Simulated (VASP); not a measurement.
# Co (P6/mmm) in VASP: relaxation of cell and atoms with PBEsol

Aim: the relaxation of cell and atoms of Co with PBEsol.

Everything below comes from runs of VASP 6.6.1. Logs are shortened: lines on timing, memory, paths and dates and some standing lists are left out, and cuts for length are marked.

## Step 1: The cell of the first run

It takes space group P6/mmm (No. 191, hexagonal). Conventional cell: a = 3.970 Å, b = 3.970 Å, c = 2.434 Å, α = 90.00°, β = 90.00°, γ = 120.00°. Co (site symmetry 6/mmm) has 14 Co at 2.43 to 2.60 Å within 3.2 Å. Within 3.0 Å of Co (site symmetry -6m2) lie 11 Co at 2.29 to 2.60 Å.

This isn't the form of Co at room conditions, which is hcp.

## Step 2: Relaxation of cell and atoms, PBEsol, collinear spin, ferromagnetic start

Contents of INCAR:

```
SYSTEM = Co
PREC     = Accurate       ! precision mode
ENCUT    = 600            ! plane-wave cutoff, eV
EDIFF    = 1E-6           ! SCF threshold, eV
ISMEAR   = -1             ! smearing method
SIGMA    = 0.05           ! smearing width, eV
LREAL    = .FALSE.        ! projectors in reciprocal space
LASPH    = .TRUE.         ! aspherical terms in the spheres
NELM     = 150            ! most SCF steps
ALGO     = Normal         ! electronic algorithm
ISIF     = 3              ! what is computed and relaxed
LWAVE    = .FALSE.        ! write WAVECAR
LCHARG   = .FALSE.        ! write CHGCAR
ISPIN    = 2              ! spin polarisation
MAGMOM   = 1.7 1.7 1.7    ! initial moments
LORBIT   = 11             ! projections on sites
LMAXMIX  = 4              ! l up to which the mixer works
GGA      = PS             ! functional
IBRION   = 2              ! ionic algorithm
NSW      = 80             ! ionic steps
EDIFFG   = -0.01          ! ionic threshold
```

Contents of KPOINTS:

```
regular mesh
0
G
  9 9 13
  0 0 0
```

Contents of POSCAR:

```
Co
1.0
    3.9701439143      0.0000000000      0.0000000000
   -1.9850719572      3.4382454865      0.0000000000
    0.0000000000      0.0000000000      2.4336982195
Co
3
Direct
    0.0000000000      0.0000000000      0.0000000000
    0.3333333333      0.6666666667      0.5000000000
    0.6666666667      0.3333333333      0.5000000000
```

Potentials or basis: VASP PAW PBE potentials, release 64 (Co).

The run is started by

```
$ cat potpaw_PBE.64/Co/POTCAR > POTCAR
$ mpirun -np 1 vasp_std > vasp.out
```

OUTCAR:

```text
SYSTEM = Co
   PREC = Accurate
   ENCUT = 600
   EDIFF = 1E-6
   ISMEAR = -1
   LREAL = .FALSE.
   LASPH = .TRUE.
   NELM = 150
   ISIF = 3
   ISPIN = 2
   LORBIT = 11
   GGA = PS
   IBRION = 2
   NSW = 80
   EDIFFG = -0.01

 ion  position               nearest neighbor table
   1  0.000  0.000  0.000-   2 2.60   3 2.60   2 2.60   3 2.60   3 2.60   3 2.60   2 2.60   2 2.60
                             3 2.60   3 2.60   2 2.60   2 2.60
   2  0.333  0.667  0.500-   3 2.29   3 2.29   3 2.29   1 2.60   1 2.60   1 2.60   1 2.60   1 2.60
                             1 2.60
   3  0.667  0.333  0.500-   2 2.29   2 2.29   2 2.29   1 2.60   1 2.60   1 2.60   1 2.60   1 2.60
                             1 2.60

  LATTYP: Found a hexagonal cell.
 ALAT       =     3.9701439143
 C/A-ratio  =     0.6130000000

  Lattice vectors:

 A1 = (   3.9701439143,   0.0000000000,   0.0000000000)
 A2 = (  -1.9850719572,   3.4382454865,   0.0000000000)
 A3 = (   0.0000000000,   0.0000000000,   2.4336982195)

Analysis of symmetry for initial positions (statically):
=====================================================================
 Subroutine PRICEL returns:
 Original cell was already a primitive cell.

 Routine SETGRP: Setting up the symmetry group for a
 hexagonal supercell.

 Subroutine GETGRP returns: Found 24 space group operations
 (whereof 24 operations were pure point group operations)
 out of a pool of 24 trial point group operations.

The static configuration has the point symmetry D_6h.

Analysis of symmetry for dynamics (positions and initial velocities):
=====================================================================
 Subroutine PRICEL returns:
 Original cell was already a primitive cell.

 Routine SETGRP: Setting up the symmetry group for a
 hexagonal supercell.

 Subroutine GETGRP returns: Found 24 space group operations
 (whereof 24 operations were pure point group operations)
 out of a pool of 24 trial point group operations.

The dynamic configuration has the point symmetry D_6h.

Analysis of structural, dynamic, and magnetic symmetry:
=====================================================================
 Subroutine PRICEL returns:
 Original cell was already a primitive cell.

 Routine SETGRP: Setting up the symmetry group for a
 hexagonal supercell.

 Subroutine GETGRP returns: Found 24 space group operations
 (whereof 24 operations were pure point group operations)
 out of a pool of 24 trial point group operations.

The overall configuration has the point symmetry D_6h.

 Subroutine INISYM returns: Found 24 space group operations
 (whereof 24 operations are pure point group operations),
 and found     1 'primitive' translations

----------------------------------------------------------------------------------------

                                     Primitive cell

  volume of cell :      33.2208

  direct lattice vectors                    reciprocal lattice vectors
     3.970143914  0.000000000  0.000000000     0.251880038  0.145423008  0.000000000
    -1.985071957  3.438245487  0.000000000     0.000000000  0.290846015  0.000000000
     0.000000000  0.000000000  2.433698220     0.000000000  0.000000000  0.410897289

  length of vectors
     3.970143914  3.970143914  2.433698220     0.290846015  0.290846015  0.410897289

  position of ions in fractional coordinates (direct lattice)
     0.000000000  0.000000000  0.000000000
     0.333333333  0.666666667  0.500000000
     0.666666667  0.333333333  0.500000000

  ion indices of the primitive-cell ions
   primitive index   ion index
                 1           1
                 2           2
                 3           3

----------------------------------------------------------------------------------------

 KPOINTS: regular mesh

Automatic generation of k-mesh.
 Grid dimensions read from file:
 generate k-points for:    9    9   13

 Generating k-lattice:

  Cartesian coordinates                     Fractional coordinates (reciprocal lattice)
     0.027986671  0.016158112  0.000000000     0.111111111 -0.000000000  0.000000000
     0.000000000  0.032316224  0.000000000     0.000000000  0.111111111  0.000000000
     0.000000000  0.000000000  0.031607484     0.000000000  0.000000000  0.076923077

  Length of vectors
     0.032316224  0.032316224  0.031607484

  Shift w.r.t. Gamma in fractional coordinates (k-lattice)
     0.000000000  0.000000000  0.000000000

 Subroutine IBZKPT returns following result:
 ===========================================

 Found     84 irreducible k-points:

 Following reciprocal coordinates:
            Coordinates               Weight
  0.000000  0.000000  0.000000      1.000000
  0.111111 -0.000000  0.000000      6.000000
  0.222222 -0.000000  0.000000      6.000000
  0.333333 -0.000000  0.000000      6.000000
  0.444444 -0.000000  0.000000      6.000000
  0.111111  0.111111  0.000000      6.000000
[... 16 lines left out ...]
  0.333333  0.222222  0.076923     24.000000
  0.333333  0.333333  0.076923      4.000000
 [... further k-points ...]
   k-points           NKPTS =     84   k-points in BZ     NKDIM =     84   number of bands    NBANDS=     20
   number of dos      NEDOS =    301   number of ions     NIONS =      3
   total plane-waves  NPLWV =  20480
   dimension x,y,z NGX =    32 NGY =   32 NGZ =   20
   dimension x,y,z NGXF=    64 NGYF=   64 NGZF=   40
   ions per type =               3
   NGX,Y,Z   is equivalent  to a cutoff of  13.40, 13.40, 13.66 a.u.
   NGXF,Y,Z  is equivalent  to a cutoff of  26.80, 26.80, 27.32 a.u.
 SYSTEM =  Co
   PREC   = accura    normal or accurate (medium, high low for compatibility)
   ISTART =      0    job   : 0-new  1-cont  2-samecut
   ICHARG =      2    charge: 1-file 2-atom 10-const
   ISPIN  =      2    spin polarized calculation?
   LNONCOLLINEAR =      F non collinear calculations
   LSORBIT =      F    spin-orbit coupling
   LASPH  =      T    aspherical Exc in radial PAW
   ENCUT  =  600.0 eV  44.10 Ry    6.64 a.u.   7.93  7.93  4.86*2*pi/ulx,y,z
   NELM   =    150;   NELMIN=  2; NELMDL= -5     # of ELM steps
   EDIFF  = 0.1E-05   stopping-criterion for ELM
   LREAL  =      F    real-space projection
   EDIFFG = -.1E-01   stopping-criterion for IOM
   NSW    =     80    number of steps for IOM
   IBRION =      2    ionic relax: 0-MD 1-quasi-New 2-CG
   NFREE  =      1    steps in history (QN), initial steepest desc. (CG)
   ISIF   =      3    stress and relaxation
   ISYM   =      2    0-nonsym 1-usesym 2-fastsym
   POTIM  = 0.5000    time-step for ionic-motion
   TEBEG  =    0.0;   TEEND  =   0.0 temperature during run
   PSTRESS=    0.0 pullay stress
   NELECT =      27.0000    total number of electrons
   NUPDOWN=      -1.0000    fix difference up-down
   EMIN   =  10.00;   EMAX   =-10.00  energy-range for DOS
   EFERMI =   0.00;   METHOD = LEGACY
   ISMEAR =    -1;   SIGMA  =   0.05  broadening in eV -4-tet -1-fermi 0-gaus
   EFERMI_NEDOS =   21; number of points for ismear=-14 and -15
   IALGO  =     38    algorithm
   IMIX   =      4    mixing-type and parameters
     AMIX     =   0.40;   BMIX     =  1.00
     AMIX_MAG =   1.60;   BMIX_MAG =  1.00
  volume/ion in A,a.u.               =      11.07        74.73
  Fermi-wavevector in a.u.,A,eV,Ry     =   1.527775  2.887077 31.757320  2.334097
  Thomas-Fermi vector in A             =   2.635625
   LORBIT       =     11    0 simple, 1 ext, 2 COOP (PROOUT), +10 PAW based schemes
   GGA     = PS    functional components
   LHFCALC =     F    Hartree Fock is set to
   AEXX    =    0.0000 exact exchange contribution
   IVDW    =     0    specifies the selected vdW correction
   LEPSILON=     F    determine dielectric tensor
   LRPA    =     F    only Hartree local field effects (RPA)
 conjugate gradient relaxation of ions
 spin polarized calculation
  energy-cutoff  :      600.00
  volume of cell :       33.22
 maximum number of plane-waves:      1128
 NGX is ok and might be reduce to    32
   NGX = 15   NGY = 15   NGZ =  9

--------------------------------------- Ionic step        1  -------------------------------------------

 number of electron      27.0000007 magnetization       4.9698600

 Free energy of the ion-electron system (eV)
  ---------------------------------------------------
  ext. energy  EPLUGINS =         0.00000000
  ---------------------------------------------------
  free energy    TOTEN  =       -22.88854808 eV

  energy without entropy =      -22.87328153  energy(sigma->0) =      -22.88091480

 E-fermi :   9.8881     XC(G=0): -13.4494

 val. band max:        9.8840953258   @ k =   0.4444  -0.0000   0.3846
 cond. band min:       9.8915821721   @ k =   0.3333   0.1111   0.0769
 fundamental gap:      0.0074868463
 Fermi energy:         9.8880575606

 spin component 1

 k-point     1 :       0.0000    0.0000    0.0000
  band No.  band energies     occupation
      1       0.9370      1.00000
      2       5.2102      1.00000
      3       6.4406      1.00000
      4       6.4406      1.00000
      5       6.4903      1.00000
      6       6.4903      1.00000
[... 1244 lines left out ...]
  energy  without entropy=      -22.9317026227  energy(sigma->0) =      -22.93955335

--------------------------------------- Ionic step        5  -------------------------------------------

 number of electron      27.0000005 magnetization       4.8760511

 Free energy of the ion-electron system (eV)
  ---------------------------------------------------
  ext. energy  EPLUGINS =         0.00000000
  ---------------------------------------------------
  free energy    TOTEN  =       -22.94749195 eV

  energy without entropy =      -22.93187793  energy(sigma->0) =      -22.93968494

 E-fermi :  10.6361     XC(G=0): -13.7550

 val. band max:       10.6344286675   @ k =   0.3333   0.3333   0.4615
 cond. band min:      10.6413573292   @ k =   0.4444  -0.0000   0.4615
 fundamental gap:      0.0069286617
 Fermi energy:        10.6360504238

 spin component 1

 k-point     1 :       0.0000    0.0000    0.0000
  band No.  band energies     occupation
      1       1.3639      1.00000
      2       5.7116      1.00000
      3       7.0428      1.00000
      4       7.0428      1.00000
      5       7.0897      1.00000
      6       7.0897      1.00000
[... 1129 lines left out ...]
  FREE ENERGIE OF THE ION-ELECTRON SYSTEM (eV)
  ---------------------------------------------------
  free  energy   TOTEN  =       -22.9474919485 eV

  energy  without entropy=      -22.9318779288  energy(sigma->0) =      -22.93968494

 reached required accuracy - stopping structural energy minimisation

 total charge

# of ion       s       p       d       tot
------------------------------------------
    1        0.483   0.536   7.267   8.286
    2        0.519   0.566   7.303   8.388
    3        0.519   0.566   7.303   8.388
--------------------------------------------------
tot          1.521   1.668  21.873  25.063

 magnetization (x)

# of ion       s       p       d       tot
------------------------------------------
    1       -0.008  -0.049   1.654   1.597
    2       -0.010  -0.042   1.700   1.648
    3       -0.010  -0.042   1.700   1.648
--------------------------------------------------
tot         -0.028  -0.134   5.055   4.892
```

Wall time 11 min (1 thread of AMD EPYC 7R13, shared host); peak memory 0.21 GiB.

What came out:

```yaml
Free_energy: -22.9475 eV
Relaxed_volume: 10.52 Å³/atom
Relaxed_cell: a = 3.895 Å, b = 3.895 Å, c = 2.401 Å, α = 90.00°, β = 90.00°, γ = 120.00°
Space_group_after_relaxing_to_0.1_Å: P6/mmm (No. 191)
Energy_gained_by_relaxing: 19.6 meV/atom
Ionic_steps: 5
Pressure_after_relaxing: 0.1 GPa
Net_moment: 4.88 μB per cell
Site_moments: Co +1.60, +1.65 (each value once) μB
Valence_electrons_inside_the_program's_atomic_spheres: Co 8.29, 8.39 (each value once)
```

The path:
```
step  energy change (eV)  largest force (eV/Å)  pressure (GPa)  volume (Å³)
   1              0.0000                0.0000          -10.69        33.22
   2              0.0231                0.0000           15.65        29.79
   3             -0.0589                0.0000           -0.06        31.58
   4             -0.0589                0.0000            0.14        31.54
   5             -0.0589                0.0000            0.12        31.55
```

Final structure:
```
Co
1.0
     3.89542    0.00000    0.00000
    -1.94771    3.37354    0.00000
     0.00000    0.00000    2.40075
Co
3
Direct
  0.00000 0.00000 0.00000
  0.33333 0.66667 0.50000
  0.66667 0.33333 0.50000
```

Levels at points of the mesh, in eV from the Fermi level:
Spin up:
```tsv
k point	band 12	band 13	band 14	band 15	band 16	band 17	band 18	band 19	band 20
(0.00, 0.00, 0.00)	-2.11	-1.92	-1.92	-0.65	-0.65	6.58	6.58	6.59	6.59
```
Spin down:
```tsv
k point	band 8	band 9	band 10	band 11	band 12	band 13	band 14	band 15
(0.00, 0.00, 0.00)	-1.36	-0.79	-0.79	-0.20	-0.20	-0.17	-0.17	1.33
```

Caveat: the PAW data sets were made with another functional, which shifts forces and pressure a little.
